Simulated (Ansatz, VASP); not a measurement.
# CuI: VASP beside Ansatz

The input POSCAR:

```
CuI
1.0
    0.0000000000      3.0120291112      3.0120291112
    3.0120291112      0.0000000000      3.0120291112
    3.0120291112      3.0120291112      0.0000000000
Cu I
1 1
Direct
    0.0000000000      0.0000000000      0.0000000000
    0.2500000000      0.2500000000      0.2500000000
```

The input INCAR.step1:

```
  ALGO = Normal
  EDIFF = 1E-5
  ENCUT = 520
  GGA = PE
  ISIF = 2
  ISMEAR = 0
  LASPH = T
  LCHARG = F
  LREAL = F
  LWAVE = T
  NBANDS = 16
  NELM = 60
  PREC = Accurate
  SIGMA = 0.01
```

INCAR.step2

```
  AEXX = 0.15
  ALGO = Normal
  EDIFF = 1E-6
  ENCUT = 520
  GGA = PE
  ISIF = 2
  ISMEAR = 0
  ISTART = 1
  LASPH = T
  LCHARG = F
  LHFCALC = T
  LREAL = F
  LWAVE = F
  NBANDS = 16
  NELM = 60
  PREC = Accurate
  PRECFOCK = Normal
  SIGMA = 0.01
```

KPOINTS

```
k-points
0
Gamma
  4 4 4
```

Input for Ansatz:

```yaml
crystal:
  lattice:
    - [0.0, 3.0120291112, 3.0120291112]
    - [3.0120291112, 0.0, 3.0120291112]
    - [3.0120291112, 3.0120291112, 0.0]
  atoms:
    - { symbol: Cu, position: [0.0, 0.0, 0.0] }
    - { symbol: I, position: [0.25, 0.25, 0.25] }
kpoints:
  mp_grid: { grid: [4, 4, 4] }
hamiltonian:
  xc: { exchange: pbe, correlation: pbe, exx: { coeff: 0.15 } }
scf:
  occupations: { method: fixed }
  n_extra_bands: 4
output:
  forces: true
  stress: true
  eigenvalues: true
```

Alike in both runs: task single point; functional PBE-based global hybrid; k mesh 4 × 4 × 4; no spin polarisation.

|  | VASP | Ansatz |
| --- | --- | --- |
| version | VASP 6.6.1 | Ansatz 0.2.0 |
| potentials or method | VASP PAW PBE potentials, release 64 (Cu, I) | plane waves |
| plane-wave cutoff (eV) | 520 | 420 |
| occupations | gaussian, width 0.01 eV | fixed |
| valence electrons in the cell | 18 | 36 |

VASP gave:

* gap on the k mesh at the Fermi level (eV): 2.48
* pressure (GPa): 1.2

**Question.** Estimate Ansatz's values.

**Answer.** gap on the k mesh at the Fermi level (eV): 2.48; pressure (GPa): 1.4.

VASP's potentials were made for PBE, not for PBE-based global hybrid. VASP's potentials hold 18 valence electrons a cell and Ansatz's 36, so a difference there can come from the potentials and not from the codes. Ansatz's warnings: stress exchange threshold loose, stress scf threshold loose.

The k mesh is coarse, so the values compare programs but aren't converged. Neither program's run includes spin-orbit coupling.
